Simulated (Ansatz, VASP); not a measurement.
## Si3Br: VASP beside Ansatz

The input INCAR:

```
ALGO = Normal
EDIFF = 1E-6
EDIFFG = -0.04
ENCUT = 600
GGA = PE
IBRION = 2
ISIF = 3
ISMEAR = 0
LASPH = True
LCHARG = False
LREAL = False
LWAVE = False
NELM = 100
NSW = 90
PREC = Accurate
SIGMA = 0.1
```

The input KPOINTS:

```
k-points
0
Gamma
  6 6 2
```

The input POSCAR:

```
Si3Br
1.0
    3.1449266000      0.0000000000      0.0000000000
   -1.5724633000      2.7235863300      0.0000000000
    0.0000000000      0.0000000000      9.7969774600
Si Br
3 1
Direct
    0.0000000000      0.0000000000      0.0000000000
    0.6666666700      0.3333333300      0.7616215300
    0.6666666700      0.3333333300      0.2383784700
    0.0000000000      0.0000000000      0.5000000000
```

Input for Ansatz:

```yaml
crystal:
  lattice:
    - [3.1449266, 0.0, 0.0]
    - [-1.5724633, 2.72358633, 0.0]
    - [0.0, 0.0, 9.79697746]
  atoms:
    - { symbol: Si, position: [0.0, 0.0, 0.0] }
    - { symbol: Si, position: [0.66666667, 0.33333333, 0.76162153] }
    - { symbol: Si, position: [0.66666667, 0.33333333, 0.23837847] }
    - { symbol: Br, position: [0.0, 0.0, 0.5] }
basis:
  ecutwfc: 420
kpoints:
  mp_grid: { grid: [6, 6, 2] }
hamiltonian:
  xc: pbe
scf:
  occupations: { method: gaussian, width: 0.1 }
  lower_state_search: "off"
output:
  forces: true
  stress: true
  eigenvalues: true
relax:
  adjacent_minimum: "off"
  f_tol: 0.04
  max_steps: 70
  cell: { stress_tol: 0.4 }
```

Change from the starting cell: species swapped into the Co3Ir type (P-6m2, No. 187).

Alike in both runs: task relaxation of cell and atoms; functional PBE; k mesh 6 × 6 × 2; occupations gaussian, width 0.1 eV; no spin polarisation.

|  | VASP | Ansatz |
| --- | --- | --- |
| version | VASP 6.6.1 | Ansatz 0.2.0 |
| potentials or method | VASP PAW PBE potentials, release 64 (Si, Br), cutoff 600 eV | scalar-relativistic, plane waves, PAW |
| valence electrons in the cell | 19 | 19 |

Ansatz gave:

| Property | Result |
| --- | --- |
| gap on the k mesh at the Fermi level, each at its own relaxed structure (eV) | none |
| relaxed volume (Å³/atom) | 19.87 |
| relaxed cell length with the largest relative difference (Å) | 3.554 |

**Question.** Estimate VASP's values.

**Answer.** gap on the k mesh at the Fermi level, each at its own relaxed structure (eV): none; relaxed volume (Å³/atom): 19.83; relaxed cell length with the largest relative difference (Å): 3.551.

A gap of «none» marks a metal or a gap that the smearing closes.

The k mesh is coarse, so the values compare programs but aren't converged.
